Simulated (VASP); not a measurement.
# Mg in VASP: further runs

Aim: see how the results for Mg move with the level of theory and the settings. Levels: PBEsol, r2SCAN, PBE. Tasks: electric field gradients.

Program: VASP 6.6.1. These are calculated values, not measurements. Logs are shortened: lines on timing, memory, paths and dates and some standing lists are left out, and cuts for length are marked.

**1. The cell of the first run**

It takes space group P6_3/mmc (No. 194, hexagonal). Conventional cell: a = 3.209 Å, b = 3.209 Å, c = 5.210 Å, α = 90.00°, β = 90.00°, γ = 120.00°. Mg (site symmetry -6m2) has 12 Mg at 3.20 to 3.21 Å within 4.2 Å.

**2. Electric field gradients, PBEsol**

INCAR

```
ALGO     = Normal         # electronic algorithm
EDIFF    = 1E-8           # SCF threshold, eV
ENCUT    = 520            # plane-wave cutoff, eV
GGA      = PS             # functional
ISIF     = 2              # what is computed and relaxed
ISMEAR   = -1             # smearing method
LASPH    = T              # aspherical terms in the spheres
LCHARG   = F              # write CHGCAR
LEFG     = T            
LREAL    = F              # projectors in reciprocal space
LWAVE    = F              # write WAVECAR
NBANDS   = 9              # bands
NELM     = 60             # most SCF steps
PREC     = Accurate       # precision mode
SIGMA    = 0.08           # smearing width, eV
```

KPOINTS

```
k-points
0
Gamma
  12 12 7
```

POSCAR

```
Mg
1.0
    3.2092715325      0.0000000000      0.0000000000
   -1.6046357662      2.7793106748      0.0000000000
    0.0000000000      0.0000000000      5.2103300000
Mg
2
Direct
    0.3333333333      0.6666666667      0.2500000000
    0.6666666667      0.3333333333      0.7500000000
```

Potentials or basis: VASP PAW PBE potentials, release 64 (Mg).

Launch:

```bash
> cat potpaw_PBE.64/Mg/POTCAR > POTCAR
> mpirun -np 1 vasp_std > vasp.out
```

OUTCAR:

```text
EDIFF = 1E-8
   ENCUT = 520
   GGA = PS
   ISIF = 2
   ISMEAR = -1
   LASPH = T
   LREAL = F
   NELM = 60
   PREC = Accurate

 ion  position               nearest neighbor table
   1  0.333  0.667  0.250-   2 3.20   2 3.20   2 3.20   2 3.20   2 3.20   2 3.20
   2  0.667  0.333  0.750-   1 3.20   1 3.20   1 3.20   1 3.20   1 3.20   1 3.20

  LATTYP: Found a hexagonal cell.
 ALAT       =     3.2092715325
 C/A-ratio  =     1.6235242008

  Lattice vectors:

 A1 = (   3.2092715325,   0.0000000000,   0.0000000000)
 A2 = (  -1.6046357662,   2.7793106748,   0.0000000000)
 A3 = (   0.0000000000,   0.0000000000,   5.2103300000)

Analysis of symmetry for initial positions (statically):
=====================================================================
 Subroutine PRICEL returns:
 Original cell was already a primitive cell.

 Routine SETGRP: Setting up the symmetry group for a
 hexagonal supercell.

 Subroutine GETGRP returns: Found 24 space group operations
 (whereof 12 operations were pure point group operations)
 out of a pool of 24 trial point group operations.

The static configuration has the point symmetry D_3d.
 The point group associated with its full space group is D_6h.

Analysis of symmetry for dynamics (positions and initial velocities):
=====================================================================
 Subroutine PRICEL returns:
 Original cell was already a primitive cell.

 Routine SETGRP: Setting up the symmetry group for a
 hexagonal supercell.

 Subroutine GETGRP returns: Found 24 space group operations
 (whereof 12 operations were pure point group operations)
 out of a pool of 24 trial point group operations.

The dynamic configuration has the point symmetry D_3d.
 The point group associated with its full space group is D_6h.

 Subroutine INISYM returns: Found 24 space group operations
 (whereof 12 operations are pure point group operations),
 and found     1 'primitive' translations

----------------------------------------------------------------------------------------

                                     Primitive cell

  volume of cell :      46.4739

  direct lattice vectors                    reciprocal lattice vectors
[... 127 lines left out ...]
 Free energy of the ion-electron system (eV)
  ---------------------------------------------------
  ext. energy  EPLUGINS =         0.00000000
  ---------------------------------------------------
  free energy    TOTEN  =        -3.45079121 eV

  energy without entropy =       -3.43267735  energy(sigma->0) =       -3.44173428

 E-fermi :   2.4892     XC(G=0):  -8.4957

 val. band max:        2.4779279692   @ k =   0.2500   0.0833   0.0000
 cond. band min:       2.6071496110   @ k =   0.4167   0.0833   0.2857
 fundamental gap:      0.1292216418
 Fermi energy:         2.4892469370

 k-point     1 :       0.0000    0.0000    0.0000
  band No.  band energies     occupation
      1      -4.3474      2.00000
      2       0.8638      2.00000
      3       1.2912      2.00000
      4      13.3852      0.00000
      5      13.3852      0.00000
      6      13.4783      0.00000
      7      13.4783      0.00000
      8      14.2781      0.00000
      9      15.8547      0.00000
[... 265 lines left out ...]
 k-point    24 :       0.3333    0.0000    0.1429
  band No.  band energies     occupation
      1      -2.0902      2.00000
      2       1.6820      1.99992
      3       3.9645      0.00000
      4       4.9982      0.00000
      5       7.7457      0.00000
      6       9.8857      0.00000
      7      10.0852      0.00000
      8      11.8180      0.00000
      9      13.2232      0.00000

 [... further k-points ...]
[... 5 lines left out ...]
  --------------------------------------------------------------------------------------
  -------------------------------------------------------------------------------------
  Total       -0.2658568     -0.2658568     -0.4906590     -0.0000000      0.0000000      0.0000000
  in kB       -9.1653620     -9.1653620    -16.9153713     -0.0000000      0.0000000      0.0000000
  external PRESSURE =     -11.7486985 kB  Pullay stress =       0.0000000 kB

 VOLUME and BASIS-vectors are now :
 -----------------------------------------------------------------------------
  energy-cutoff  :      520.00
  volume of cell :       46.47
      direct lattice vectors                 reciprocal lattice vectors
     3.209271532  0.000000000  0.000000000     0.311597193  0.179900723  0.000000000
    -1.604635766  2.779310675  0.000000000     0.000000000  0.359801446  0.000000000
     0.000000000  0.000000000  5.210330000     0.000000000  0.000000000  0.191926423

 POSITION                                       TOTAL-FORCE (eV/Angst)
 -----------------------------------------------------------------------------------
     -0.00000      1.85287      1.30258         0.000000     -0.000000      0.000000
      1.60464      0.92644      3.90775        -0.000000      0.000000      0.000000
 -----------------------------------------------------------------------------------
    total drift:                                0.000000     -0.000000      0.000000

  FREE ENERGIE OF THE ION-ELECTRON SYSTEM (eV)
  ---------------------------------------------------
  free  energy   TOTEN  =        -3.4507912115 eV

  energy  without entropy=       -3.4326773471  energy(sigma->0) =       -3.44173428

 Electric field gradients (V/A^2)
---------------------------------------------------------------------
 ion       V_xx      V_yy      V_zz      V_xy      V_xz      V_yz
---------------------------------------------------------------------
   1      -0.483    -0.483     0.966    -0.000    -0.000     0.000
   2      -0.483    -0.483     0.966    -0.000     0.000    -0.000
---------------------------------------------------------------------

 Electric field gradients after diagonalization (V/A^2)
 (convention: |V_zz| > |V_xx| > |V_yy|)
----------------------------------------------------------------------
 ion       V_xx      V_yy      V_zz     asymmetry (V_yy - V_xx)/ V_zz
----------------------------------------------------------------------
   1      -0.483    -0.483     0.966       0.000
   2      -0.483    -0.483     0.966       0.000
----------------------------------------------------------------------

           NMR quadrupolar parameters

 Cq : quadrupolar parameter    Cq=e*Q*V_zz/h
 eta: asymmetry parameters     (V_yy - V_xx)/ V_zz
 Q  : nuclear electric quadrupole moment in mb (millibarn)
----------------------------------------------------------------------
 ion       Cq(MHz)       eta       Q (mb)
----------------------------------------------------------------------
   1       0.002       0.000       1.000
   2       0.002       0.000       1.000
----------------------------------------------------------------------
```

It took 11 s on 1 thread of Intel Xeon Platinum 8488C (Sapphire Rapids), shared host; peak memory 0.17 GiB.

What came out:

```yaml
Free_energy: -3.4508 eV
Pressure: -1.2 GPa
Band_gap_on_the_k_mesh: zero (band 2 reaches 3.53 eV, above the bottom of band 3 at 1.29 eV)
```

Electric field gradients, principal values (V/Å²):
| atom | least | middle | greatest (by size) |
| --- | --- | --- | --- |
| 1 Mg | -0.483 | -0.483 | 0.966 |
| 2 Mg | -0.483 | -0.483 | 0.966 |

Caveat: without QUAD_EFG the Cq values of the log hold for a quadrupole moment of 1 mb, not for the nuclei; the PAW data sets were made with another functional, which shifts forces and pressure a little.

**3. Electric field gradients, r2SCAN**

POSCAR is that of step 2.

INCAR.step1

```
PREC     = Accurate       # precision mode
ENCUT    = 520            # plane-wave cutoff, eV
ISMEAR   = -1             # smearing method
SIGMA    = 0.08           # smearing width, eV
LREAL    = False          # projectors in reciprocal space
LASPH    = True           # aspherical terms in the spheres
NELM     = 60             # most SCF steps
NBANDS   = 9              # bands
GGA      = PE             # functional
ALGO     = Normal         # electronic algorithm
EDIFF    = 1E-4           # SCF threshold, eV
LWAVE    = True           # write WAVECAR
LCHARG   = False          # write CHGCAR
```

INCAR.step2

```
PREC     = Accurate       # precision mode
ENCUT    = 520            # plane-wave cutoff, eV
EDIFF    = 1E-8           # SCF threshold, eV
ISMEAR   = -1             # smearing method
SIGMA    = 0.08           # smearing width, eV
LREAL    = False          # projectors in reciprocal space
LASPH    = True           # aspherical terms in the spheres
NELM     = 60             # most SCF steps
ALGO     = Normal         # electronic algorithm
ISIF     = 2              # what is computed and relaxed
LWAVE    = False          # write WAVECAR
LCHARG   = False          # write CHGCAR
METAGGA  = R2SCAN         # meta-GGA
LMIXTAU  = True         
LEFG     = True         
NBANDS   = 9              # bands
ISTART   = 1
```

KPOINTS

```
Automatic mesh
0
Gamma
  12 12 7
```

Potentials or basis: VASP PAW PBE potentials, release 64 (Mg).

Launch:

```bash
> cat potpaw_PBE.64/Mg/POTCAR > POTCAR
> cp INCAR.step1 INCAR
> mpirun -np 1 vasp_std > vasp.out
> cp INCAR.step2 INCAR
> mpirun -np 1 vasp_std > vasp.out
```

OUTCAR:

```text
PREC = Accurate
   ENCUT = 520
   EDIFF = 1E-8
   ISMEAR = -1
   LREAL = False
   LASPH = True
   NELM = 60
   ISIF = 2
   METAGGA = R2SCAN
   ISTART = 1

 ion  position               nearest neighbor table
   1  0.333  0.667  0.250-   2 3.20   2 3.20   2 3.20   2 3.20   2 3.20   2 3.20
   2  0.667  0.333  0.750-   1 3.20   1 3.20   1 3.20   1 3.20   1 3.20   1 3.20

  LATTYP: Found a hexagonal cell.
 ALAT       =     3.2092715325
 C/A-ratio  =     1.6235242008

  Lattice vectors:

 A1 = (   3.2092715325,   0.0000000000,   0.0000000000)
 A2 = (  -1.6046357662,   2.7793106748,   0.0000000000)
 A3 = (   0.0000000000,   0.0000000000,   5.2103300000)

Analysis of symmetry for initial positions (statically):
=====================================================================
 Subroutine PRICEL returns:
 Original cell was already a primitive cell.

 Routine SETGRP: Setting up the symmetry group for a
 hexagonal supercell.

 Subroutine GETGRP returns: Found 24 space group operations
 (whereof 12 operations were pure point group operations)
 out of a pool of 24 trial point group operations.

The static configuration has the point symmetry D_3d.
 The point group associated with its full space group is D_6h.

Analysis of symmetry for dynamics (positions and initial velocities):
=====================================================================
 Subroutine PRICEL returns:
 Original cell was already a primitive cell.

 Routine SETGRP: Setting up the symmetry group for a
 hexagonal supercell.

 Subroutine GETGRP returns: Found 24 space group operations
 (whereof 12 operations were pure point group operations)
 out of a pool of 24 trial point group operations.

The dynamic configuration has the point symmetry D_3d.
 The point group associated with its full space group is D_6h.

 Subroutine INISYM returns: Found 24 space group operations
 (whereof 12 operations are pure point group operations),
 and found     1 'primitive' translations

----------------------------------------------------------------------------------------

                                     Primitive cell

  volume of cell :      46.4739

  direct lattice vectors                    reciprocal lattice vectors
     3.209271532  0.000000000  0.000000000     0.311597193  0.179900723  0.000000000
    -1.604635766  2.779310675  0.000000000     0.000000000  0.359801446  0.000000000
     0.000000000  0.000000000  5.210330000     0.000000000  0.000000000  0.191926423

  length of vectors
     3.209271532  3.209271532  5.210330000     0.359801446  0.359801446  0.191926423

  position of ions in fractional coordinates (direct lattice)
     0.333333333  0.666666667  0.250000000
     0.666666667  0.333333333  0.750000000

  ion indices of the primitive-cell ions
   primitive index   ion index
                 1           1
                 2           2

----------------------------------------------------------------------------------------

 KPOINTS: Automatic mesh

Automatic generation of k-mesh.
 Grid dimensions read from file:
[... 75 lines left out ...]
   PSTRESS=    0.0 pullay stress
   NELECT =       4.0000    total number of electrons
   NUPDOWN=      -1.0000    fix difference up-down
   EMIN   =  10.00;   EMAX   =-10.00  energy-range for DOS
   EFERMI =   0.00;   METHOD = LEGACY
   ISMEAR =    -1;   SIGMA  =   0.08  broadening in eV -4-tet -1-fermi 0-gaus
   EFERMI_NEDOS =   21; number of points for ismear=-14 and -15
   IALGO  =     38    algorithm
   IMIX   =      4    mixing-type and parameters
     AMIX     =   0.40;   BMIX     =  1.00
     AMIX_MAG =   1.60;   BMIX_MAG =  1.00
  volume/ion in A,a.u.               =      23.24       156.81
  Fermi-wavevector in a.u.,A,eV,Ry     =   0.722812  1.365916  7.108458  0.522457
  Thomas-Fermi vector in A             =   1.812869
   LORBIT       =      0    0 simple, 1 ext, 2 COOP (PROOUT), +10 PAW based schemes
   METAGGA = R2SCAN    functional components
   LHFCALC =     F    Hartree Fock is set to
   AEXX    =    0.0000 exact exchange contribution
   IVDW    =     0    specifies the selected vdW correction
   LEPSILON=     F    determine dielectric tensor
   LRPA    =     F    only Hartree local field effects (RPA)
 non-spin polarized calculation
  energy-cutoff  :      520.00
  volume of cell :       46.47
 maximum number of plane-waves:      1281
 NGX is ok and might be reduce to    24
   NGX = 11   NGY = 11   NGZ = 19

 number of electron       4.0000000 magnetization

 Free energy of the ion-electron system (eV)
  ---------------------------------------------------
  ext. energy  EPLUGINS =         0.00000000
  ---------------------------------------------------
  free energy    TOTEN  =        -8.29873023 eV

  energy without entropy =       -8.28355421  energy(sigma->0) =       -8.29114222

 E-fermi :   2.5396     XC(G=0):  -8.9999

 val. band max:        2.5264895940   @ k =   0.4167   0.0833   0.4286
 cond. band min:       2.5773882656   @ k =   0.2500  -0.0000   0.0000
 fundamental gap:      0.0508986716
 Fermi energy:         2.5395554123

 k-point     1 :       0.0000    0.0000    0.0000
  band No.  band energies     occupation
      1      -4.7513      2.00000
      2       0.6984      2.00000
      3       1.3881      2.00000
      4      14.2146      0.00000
      5      14.2146      0.00000
      6      14.3463      0.00000
      7      14.3463      0.00000
      8      15.1155      0.00000
      9      16.9347      0.00000
[... 265 lines left out ...]
 k-point    24 :       0.3333    0.0000    0.1429
  band No.  band energies     occupation
      1      -2.3462      2.00000
      2       1.6549      1.99997
      3       4.0784      0.00000
      4       5.3216      0.00000
      5       8.1473      0.00000
      6      10.4978      0.00000
      7      10.6289      0.00000
      8      12.7739      0.00000
      9      14.0592      0.00000

 [... further k-points ...]
[... 5 lines left out ...]
  --------------------------------------------------------------------------------------
  -------------------------------------------------------------------------------------
  Total       -0.3127026     -0.3127026     -0.5599757     -0.0000000     -0.0000000      0.0000000
  in kB      -10.7803614    -10.7803614    -19.3050513     -0.0000000     -0.0000000      0.0000000
  external PRESSURE =     -13.6219247 kB  Pullay stress =       0.0000000 kB

 VOLUME and BASIS-vectors are now :
 -----------------------------------------------------------------------------
  energy-cutoff  :      520.00
  volume of cell :       46.47
      direct lattice vectors                 reciprocal lattice vectors
     3.209271532  0.000000000  0.000000000     0.311597193  0.179900723  0.000000000
    -1.604635766  2.779310675  0.000000000     0.000000000  0.359801446  0.000000000
     0.000000000  0.000000000  5.210330000     0.000000000  0.000000000  0.191926423

 POSITION                                       TOTAL-FORCE (eV/Angst)
 -----------------------------------------------------------------------------------
     -0.00000      1.85287      1.30258        -0.000000      0.000000      0.000000
      1.60464      0.92644      3.90775         0.000000     -0.000000      0.000000
 -----------------------------------------------------------------------------------
    total drift:                                0.000000     -0.000000      0.000000

  FREE ENERGIE OF THE ION-ELECTRON SYSTEM (eV)
  ---------------------------------------------------
  free  energy   TOTEN  =        -8.2987302255 eV

  energy  without entropy=       -8.2835542131  energy(sigma->0) =       -8.29114222

 Electric field gradients (V/A^2)
---------------------------------------------------------------------
 ion       V_xx      V_yy      V_zz      V_xy      V_xz      V_yz
---------------------------------------------------------------------
   1      -0.440    -0.440     0.881    -0.000    -0.000     0.000
   2      -0.440    -0.440     0.881    -0.000     0.000    -0.000
---------------------------------------------------------------------

 Electric field gradients after diagonalization (V/A^2)
 (convention: |V_zz| > |V_xx| > |V_yy|)
----------------------------------------------------------------------
 ion       V_xx      V_yy      V_zz     asymmetry (V_yy - V_xx)/ V_zz
----------------------------------------------------------------------
   1      -0.440    -0.440     0.881       0.000
   2      -0.440    -0.440     0.881       0.000
----------------------------------------------------------------------

           NMR quadrupolar parameters

 Cq : quadrupolar parameter    Cq=e*Q*V_zz/h
 eta: asymmetry parameters     (V_yy - V_xx)/ V_zz
 Q  : nuclear electric quadrupole moment in mb (millibarn)
----------------------------------------------------------------------
 ion       Cq(MHz)       eta       Q (mb)
----------------------------------------------------------------------
   1       0.002       0.000       1.000
   2       0.002       0.000       1.000
----------------------------------------------------------------------
```

Wall time 52 s (1 thread of Intel Xeon Platinum 8488C (Sapphire Rapids), shared host); peak memory 0.17 GiB.

Results:

- Free energy: -8.2987 eV
- Pressure: -1.4 GPa
- Band gap on the k mesh: zero (band 2 reaches 3.61 eV, above the bottom of band 3 at 1.39 eV)

Levels at points of the mesh, in eV from the Fermi level:
```
           k point  band 1  band 2  band 3  band 4  band 5  band 6
(0.00, 0.00, 0.00)   -7.29   -1.84   -1.15   11.68   11.68   11.81
(0.50, 0.00, 0.00)   -2.30   -2.15    2.84    3.15    3.58    4.04
```

Electric field gradients, principal values (V/Å²):
| atom | least | middle | greatest (by size) |
| --- | --- | --- | --- |
| 1 Mg | -0.440 | -0.440 | 0.881 |
| 2 Mg | -0.440 | -0.440 | 0.881 |

Caveat: without QUAD_EFG the Cq values of the log hold for a quadrupole moment of 1 mb, not for the nuclei; the PAW data sets were made with another functional, which shifts forces and pressure a little.

[end of part 1 of 2]
